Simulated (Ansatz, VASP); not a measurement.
## Co in VASP and in Ansatz

```
Co
1.0
    -1.40414    1.40414    1.40414
     1.40414   -1.40414    1.40414
     1.40414    1.40414   -1.40414
Co
1
Cartesian
  0.0000 0.0000 0.0000
```

Alike in both runs: task relaxation of cell and atoms; functional LDA; k mesh 16 × 16 × 16; occupations fermi-dirac, width 0.05 eV; collinear spin.

```csv
,VASP,Ansatz
version,VASP 6.6.1,Ansatz 0.2.0
potentials or method,"VASP PAW LDA potentials, release 64 (Co), cutoff 600 eV","plane waves (420 eV) with PAW, scalar-relativistic"
valence electrons in the cell,9,17
```

```csv
,VASP,Ansatz,Ansatz less VASP
net moment per atom (μB),1.61,1.65,+0.044
size of the moment on the site where the two differ most (μB),1.60,1.69,+0.082
relaxed volume (Å³/atom),10.15,10.21,+0.053
relaxed cell length with the largest relative difference (Å),2.363,2.367,+0.0041
```

Ansatz warns that its potentials were made for another functional, while VASP's fit it. LDA's correlation is that of Perdew and Zunger in VASP and of Perdew and Wang (1992) in Ansatz. Site moments also hang on the region over which each program counts them. VASP's potentials hold 9 valence electrons a cell and Ansatz's 17, so a difference there can come from the potentials and not from the codes.
